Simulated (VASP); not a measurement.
# TaN (Fm-3m) in VASP: further runs

Runs on TaN. Level: PBE. Tasks: relaxation of cell and atoms.

All numbers are computed with VASP 6.6.1; they aren't measurements. Logs are shortened: lines on timing, memory, paths and dates and some standing lists are left out, and cuts for length are marked.

## 1. The cell of the first run

The structure is cubic, space group Fm-3m (No. 225). Conventional cell: a = 4.367 Å, b = 4.367 Å, c = 4.367 Å, α = 90.00°, β = 90.00°, γ = 90.00°. Ta (site symmetry m-3m) has 6 N at 2.18 Å within 2.9 Å. Within 2.9 Å of N (site symmetry m-3m) lie 6 Ta at 2.18 Å.

## 2. Relaxation of cell and atoms, PBE, target pressure 12 GPa, at which the enthalpy is minimised

Contents of INCAR:

```
ALGO     = Normal         # electronic algorithm
EDIFF    = 1E-6           # SCF threshold, eV
EDIFFG   = -0.008         # ionic threshold
ENCUT    = 600            # plane-wave cutoff, eV
GGA      = PE             # functional
IBRION   = 2              # ionic algorithm
ISIF     = 3              # what is computed and relaxed
ISMEAR   = 0              # smearing method
LASPH    = T              # aspherical terms in the spheres
LCHARG   = F              # write CHGCAR
LREAL    = F              # projectors in reciprocal space
LWAVE    = F              # write WAVECAR
NELM     = 80             # most SCF steps
NSW      = 70             # ionic steps
PREC     = Accurate       # precision mode
PSTRESS  = 120.0        
SIGMA    = 0.1            # smearing width, eV
```

Contents of KPOINTS:

```
k-points
0
Gamma
  16 16 16
```

Contents of POSCAR:

```
TaN
1.0
    0.0000000000      2.1835449915      2.1835449915
    2.1835449915      0.0000000000      2.1835449915
    2.1835449915      2.1835449915      0.0000000000
Ta N
1 1
Direct
    0.5000000000      0.5000000000      0.5000000000
    0.0000000000      0.0000000000      0.0000000000
```

Potentials or basis: VASP PAW PBE potentials, release 64 (Ta_pv, N).

Command:

```console
$ cat potpaw_PBE.64/Ta_pv/POTCAR potpaw_PBE.64/N/POTCAR > POTCAR
$ mpirun -np 1 vasp_std > vasp.out
```

OUTCAR:

```text
EDIFF = 1E-6
   EDIFFG = -0.008
   ENCUT = 600
   GGA = PE
   IBRION = 2
   ISIF = 3
   ISMEAR = 0
   LASPH = T
   LREAL = F
   NELM = 80
   NSW = 70
   PREC = Accurate
   PSTRESS = 120.0

 ion  position               nearest neighbor table
   1  0.500  0.500  0.500-   2 2.18   2 2.18   2 2.18   2 2.18   2 2.18   2 2.18
   2  0.000  0.000  0.000-   1 2.18   1 2.18   1 2.18   1 2.18   1 2.18   1 2.18

  LATTYP: Found a face centered cubic cell.
 ALAT       =     4.3670899830

  Lattice vectors:

 A1 = (   0.0000000000,   2.1835449915,   2.1835449915)
 A2 = (   2.1835449915,   0.0000000000,   2.1835449915)
 A3 = (   2.1835449915,   2.1835449915,   0.0000000000)

Analysis of symmetry for initial positions (statically):
=====================================================================
 Subroutine PRICEL returns:
 Original cell was already a primitive cell.

 Routine SETGRP: Setting up the symmetry group for a
 face centered cubic supercell.

 Subroutine GETGRP returns: Found 48 space group operations
 (whereof 48 operations were pure point group operations)
 out of a pool of 48 trial point group operations.

The static configuration has the point symmetry O_h .

Analysis of symmetry for dynamics (positions and initial velocities):
=====================================================================
 Subroutine PRICEL returns:
 Original cell was already a primitive cell.

 Routine SETGRP: Setting up the symmetry group for a
 face centered cubic supercell.

 Subroutine GETGRP returns: Found 48 space group operations
 (whereof 48 operations were pure point group operations)
 out of a pool of 48 trial point group operations.

The dynamic configuration has the point symmetry O_h .

 Subroutine INISYM returns: Found 48 space group operations
 (whereof 48 operations are pure point group operations),
 and found     1 'primitive' translations

----------------------------------------------------------------------------------------

                                     Primitive cell

  volume of cell :      20.8217

  direct lattice vectors                    reciprocal lattice vectors
     0.000000000  2.183544991  2.183544991    -0.228985435  0.228985435  0.228985435
     2.183544991  0.000000000  2.183544991     0.228985435 -0.228985435  0.228985435
     2.183544991  2.183544991  0.000000000     0.228985435  0.228985435 -0.228985435

  length of vectors
     3.087998941  3.087998941  3.087998941     0.396614408  0.396614408  0.396614408

  position of ions in fractional coordinates (direct lattice)
     0.500000000  0.500000000  0.500000000
     0.000000000  0.000000000  0.000000000

  ion indices of the primitive-cell ions
   primitive index   ion index
                 1           1
                 2           2

----------------------------------------------------------------------------------------

 KPOINTS: k-points

Automatic generation of k-mesh.
 Grid dimensions read from file:
 generate k-points for:   16   16   16

 Generating k-lattice:

  Cartesian coordinates                     Fractional coordinates (reciprocal lattice)
    -0.014311590  0.014311590  0.014311590     0.062500000  0.000000000  0.000000000
     0.014311590 -0.014311590  0.014311590     0.000000000  0.062500000  0.000000000
     0.014311590  0.014311590 -0.014311590     0.000000000  0.000000000  0.062500000

  Length of vectors
     0.024788400  0.024788400  0.024788400

  Shift w.r.t. Gamma in fractional coordinates (k-lattice)
     0.000000000  0.000000000  0.000000000

 Subroutine IBZKPT returns following result:
 ===========================================

 Found    145 irreducible k-points:

 Following reciprocal coordinates:
            Coordinates               Weight
  0.000000  0.000000  0.000000      1.000000
  0.062500  0.000000  0.000000      8.000000
  0.125000  0.000000  0.000000      8.000000
  0.187500  0.000000  0.000000      8.000000
  0.250000  0.000000  0.000000      8.000000
  0.312500  0.000000  0.000000      8.000000
[... 16 lines left out ...]
 -0.125000  0.062500  0.000000     24.000000
 -0.062500  0.062500  0.000000     12.000000
 [... further k-points ...]
   k-points           NKPTS =    145   k-points in BZ     NKDIM =    145   number of bands    NBANDS=     12
   number of dos      NEDOS =    301   number of ions     NIONS =      2
   total plane-waves  NPLWV =  21952
   dimension x,y,z NGX =    28 NGY =   28 NGZ =   28
   dimension x,y,z NGXF=    56 NGYF=   56 NGZF=   56
   ions per type =               1   1
   NGX,Y,Z   is equivalent  to a cutoff of  15.07, 15.07, 15.07 a.u.
   NGXF,Y,Z  is equivalent  to a cutoff of  30.15, 30.15, 30.15 a.u.
 SYSTEM =  unknown system
   PREC   = accura    normal or accurate (medium, high low for compatibility)
   ISTART =      0    job   : 0-new  1-cont  2-samecut
   ICHARG =      2    charge: 1-file 2-atom 10-const
   ISPIN  =      1    spin polarized calculation?
   LNONCOLLINEAR =      F non collinear calculations
   LSORBIT =      F    spin-orbit coupling
   LASPH  =      T    aspherical Exc in radial PAW
   ENCUT  =  600.0 eV  44.10 Ry    6.64 a.u.   6.17  6.17  6.17*2*pi/ulx,y,z
   NELM   =     80;   NELMIN=  2; NELMDL= -5     # of ELM steps
   EDIFF  = 0.1E-05   stopping-criterion for ELM
   LREAL  =      F    real-space projection
   EDIFFG = -.8E-02   stopping-criterion for IOM
   NSW    =     70    number of steps for IOM
   IBRION =      2    ionic relax: 0-MD 1-quasi-New 2-CG
   NFREE  =      1    steps in history (QN), initial steepest desc. (CG)
   ISIF   =      3    stress and relaxation
   ISYM   =      2    0-nonsym 1-usesym 2-fastsym
   POTIM  = 0.5000    time-step for ionic-motion
   TEBEG  =    0.0;   TEEND  =   0.0 temperature during run
   PSTRESS=  120.0 pullay stress
   NELECT =      16.0000    total number of electrons
   NUPDOWN=      -1.0000    fix difference up-down
   EMIN   =  10.00;   EMAX   =-10.00  energy-range for DOS
   EFERMI =   0.00;   METHOD = LEGACY
   ISMEAR =     0;   SIGMA  =   0.10  broadening in eV -4-tet -1-fermi 0-gaus
   EFERMI_NEDOS =   21; number of points for ismear=-14 and -15
   IALGO  =     38    algorithm
   IMIX   =      4    mixing-type and parameters
     AMIX     =   0.40;   BMIX     =  1.00
     AMIX_MAG =   1.60;   BMIX_MAG =  1.00
  volume/ion in A,a.u.               =      10.41        70.26
  Fermi-wavevector in a.u.,A,eV,Ry     =   1.499487  2.833619 30.592169  2.248461
  Thomas-Fermi vector in A             =   2.611110
   LORBIT       =      0    0 simple, 1 ext, 2 COOP (PROOUT), +10 PAW based schemes
   GGA     = PE    functional components
   LHFCALC =     F    Hartree Fock is set to
   AEXX    =    0.0000 exact exchange contribution
   IVDW    =     0    specifies the selected vdW correction
   LEPSILON=     F    determine dielectric tensor
   LRPA    =     F    only Hartree local field effects (RPA)
 conjugate gradient relaxation of ions
 non-spin polarized calculation
 Gauss-broadening in eV      SIGMA  =   0.10
  energy-cutoff  :      600.00
  volume of cell :       20.82
 maximum number of plane-waves:       725
 NGX is ok and might be reduce to    28
   NGX = 13   NGY = 13   NGZ = 13

--------------------------------------- Ionic step        1  -------------------------------------------

 number of electron      16.0000000 magnetization

 Free energy of the ion-electron system (eV)
  ---------------------------------------------------
  ext. energy  EPLUGINS =         0.00000000
  ---------------------------------------------------
  free energy    TOTEN  =       -21.79734887 eV

  energy without entropy =      -21.79176747  energy(sigma->0) =      -21.79455817

------------------------ aborting loop because EDIFF is reached ----------------------------------------

  FORCE on cell =-STRESS in cart. coord.  units (eV):
  Direction    XX          YY          ZZ          XY          YZ          ZX
  --------------------------------------------------------------------------------------
  -------------------------------------------------------------------------------------
  Total        1.6920948      1.6920948      1.6920948      0.0000000      0.0000000      0.0000000
  in kB      130.2023545    130.2023545    130.2023545      0.0000000      0.0000000      0.0000000
  external PRESSURE =      10.2023545 kB  Pullay stress =     120.0000000 kB
[... 61 lines left out ...]
  enthalpy is  TOTEN    =       -20.2368263152 eV   P V=        1.5745169647

--------------------------------------- Ionic step        3  -------------------------------------------

 number of electron      16.0000000 magnetization

 Free energy of the ion-electron system (eV)
  ---------------------------------------------------
  ext. energy  EPLUGINS =         0.00000000
  ---------------------------------------------------
  free energy    TOTEN  =       -21.80165916 eV

  energy without entropy =      -21.79606211  energy(sigma->0) =      -21.79886063

 E-fermi :   9.7506     XC(G=0): -13.5398

 val. band max:        9.7366968432   @ k =  -0.3125   0.3750   0.1875
 cond. band min:       9.7530662328   @ k =  -0.3125   0.3125   0.1250
 fundamental gap:      0.0163693895
 Fermi energy:         9.7506422164

 k-point     1 :       0.0000    0.0000    0.0000
  band No.  band energies     occupation
      1     -25.9839      2.00000
      2     -25.9839      2.00000
      3     -25.9839      2.00000
      4      -9.2612      2.00000
      5       5.8755      2.00000
      6       5.8755      2.00000
      7       5.8755      2.00000
      8       7.5996      2.00000
      9       7.5996      2.00000
     10       7.5996      2.00000
     11       9.8256      0.28936
     12       9.8256      0.28936
[... 331 lines left out ...]
 k-point    24 :      -0.0625    0.0625    0.0000
  band No.  band energies     occupation
      1     -26.0740      2.00000
      2     -26.0076      2.00000
      3     -25.9861      2.00000
      4      -9.0038      2.00000
      5       4.6523      2.00000
      6       4.9674      2.00000
      7       5.3184      2.00000
      8       7.7780      2.00000
      9       8.0004      2.00000
     10       8.3207      2.00000
     11      10.2618      0.00000
     12      11.1348      0.00000

 [... further k-points ...]

------------------------ aborting loop because EDIFF is reached ----------------------------------------

  FORCE on cell =-STRESS in cart. coord.  units (eV):
  Direction    XX          YY          ZZ          XY          YZ          ZX
  --------------------------------------------------------------------------------------
  -------------------------------------------------------------------------------------
  Total        1.5634503      1.5634503      1.5634503      0.0000000      0.0000000      0.0000000
  in kB      119.9853566    119.9853566    119.9853566      0.0000000      0.0000000      0.0000000
  external PRESSURE =      -0.0146434 kB  Pullay stress =     120.0000000 kB
[... 17 lines left out ...]
  FREE ENERGIE OF THE ION-ELECTRON SYSTEM (eV)
  ---------------------------------------------------
  free  energy   TOTEN  =       -21.8016591557 eV

  energy  without entropy=      -21.7960621136  energy(sigma->0) =      -21.79886063

  enthalpy is  TOTEN    =       -20.2380180739 eV   P V=        1.5636410818

 reached required accuracy - stopping structural energy minimisation
```

Wall time 73 s (1 thread of Intel Xeon 6975P-C (Granite Rapids), shared host); peak memory 0.2 GiB.

Results:

```yaml
Free_energy: -21.8017 eV
Relaxed_volume: 10.44 Å³/atom
Relaxed_cell: a = 3.091 Å, b = 3.091 Å, c = 3.091 Å, α = 60.00°, β = 60.00°, γ = 60.00°
Space_group_after_relaxing_to_0.05_Å: Fm-3m (No. 225)
Energy_change_on_relaxing_the_enthalpy_is_what_falls: -2.2 meV/atom
Ionic_steps: 3
Pressure_after_relaxing: 12.0 GPa
Band_gap_on_the_k_mesh: zero (band 8 reaches 11.72 eV, above the bottom of band 9 at 7.60 eV)
```

The path:
```tsv
step	energy change (eV)	largest force (eV/Å)	pressure (GPa)	volume (Å³)
1	0.0000	0.0000	13.02	20.82
2	-0.0140	0.0000	9.40	21.02
3	-0.0043	0.0000	12.00	20.88
```

Final structure:
```yaml
crystal:
  lattice:
    - [0.00000, 2.18547, 2.18547]
    - [2.18547, 0.00000, 2.18547]
    - [2.18547, 2.18547, 0.00000]
  atoms:
    - { symbol: Ta, position: [0.50000, 0.50000, 0.50000] }
    - { symbol: N, position: [0.00000, 0.00000, 0.00000] }
```

Caveat: the cell is relaxed towards a set pressure, so the enthalpy falls and the energy may rise; spin-orbit coupling is left out, which moves the levels of the heavy elements.

## 3. Relaxation of cell and atoms, PBE, target pressure 4 GPa, at which the enthalpy is minimised

This run uses another cell than the first one, of 10.65 Å³/atom, 1.023 times its volume.

Contents of INCAR:

```
SYSTEM = TaN
PREC = Accurate
ENCUT = 600
EDIFF = 1E-6
ISMEAR = 0
SIGMA = 0.1
LREAL = .FALSE.
LASPH = .TRUE.
NELM = 100
ALGO = Normal
ISIF = 3
LWAVE = .FALSE.
LCHARG = .FALSE.
GGA = PE
IBRION = 2
NSW = 70
EDIFFG = -0.008
PSTRESS = 40.0
```

Contents of KPOINTS:

```
regular mesh
0
G
  16 16 16
  0 0 0
```

Contents of POSCAR:

```
TaN
1.0
    0.0000000000      2.1998866508      2.1998866508
    2.1998866508      0.0000000000      2.1998866508
    2.1998866508      2.1998866508      0.0000000000
Ta N
1 1
Direct
    0.5000000000      0.5000000000      0.5000000000
    0.0000000000      0.0000000000      0.0000000000
```

Potentials or basis: VASP PAW PBE potentials, release 64 (Ta_pv, N).

Command:

```console
$ cat potpaw_PBE.64/Ta_pv/POTCAR potpaw_PBE.64/N/POTCAR > POTCAR
$ mpirun -np 1 vasp_std > vasp.out
```

Run time: 94 s. Hardware: 1 thread of Intel Xeon 6975P-C (Granite Rapids), shared host; peak memory 0.19 GiB.

The run converged. Its results:

```yaml
Free_energy: -21.8252 eV
Relaxed_volume: 10.67 Å³/atom
Relaxed_cell: a = 3.113 Å, b = 3.113 Å, c = 3.113 Å, α = 60.00°, β = 60.00°, γ = 60.00°
Space_group_after_relaxing_to_0.05_Å: Fm-3m (No. 225)
Energy_change_on_relaxing_the_enthalpy_is_what_falls: -0.6 meV/atom
Ionic_steps: 3
Pressure_after_relaxing: 4.0 GPa
Band_gap_on_the_k_mesh: zero (band 8 reaches 11.40 eV, above the bottom of band 9 at 7.41 eV)
```

The path:
```csv
step,energy change (eV),largest force (eV/Å),pressure (GPa),volume (Å³)
1,0.0000,0.0000,4.76,21.29
2,-0.0034,0.0000,2.25,21.45
3,-0.0012,0.0000,4.01,21.34
```

Final structure:
```cif
data_structure
_symmetry_space_group_name_H-M 'P 1'
_symmetry_Int_Tables_number 1
_cell_length_a 3.1133
_cell_length_b 3.1133
_cell_length_c 3.1133
_cell_angle_alpha 60.000
_cell_angle_beta 60.000
_cell_angle_gamma 60.000
_cell_volume 21.34
loop_
_atom_site_label
_atom_site_type_symbol
_atom_site_fract_x
_atom_site_fract_y
_atom_site_fract_z
_atom_site_occupancy
Ta1 Ta 0.50000 0.50000 0.50000 1
N1 N 0.00000 0.00000 0.00000 1
```

Levels at points of the mesh, in eV from the Fermi level:
```csv
k point,band 6,band 7,band 8,band 9,band 10,band 11
"(0.00, 0.00, 0.00)",-3.81,-3.81,-2.09,-2.09,-2.09,0.07
"(0.50, 0.00, 0.00)",-7.55,-7.55,1.90,1.90,1.99,3.82
"(0.50, 0.50, 0.00)",-5.44,-4.63,-4.63,2.11,3.53,3.53
```

Caveat: the cell is relaxed towards a set pressure, so the enthalpy falls and the energy may rise; spin-orbit coupling is left out, which moves the levels of the heavy elements.

(Continued in part 2 of 2.)
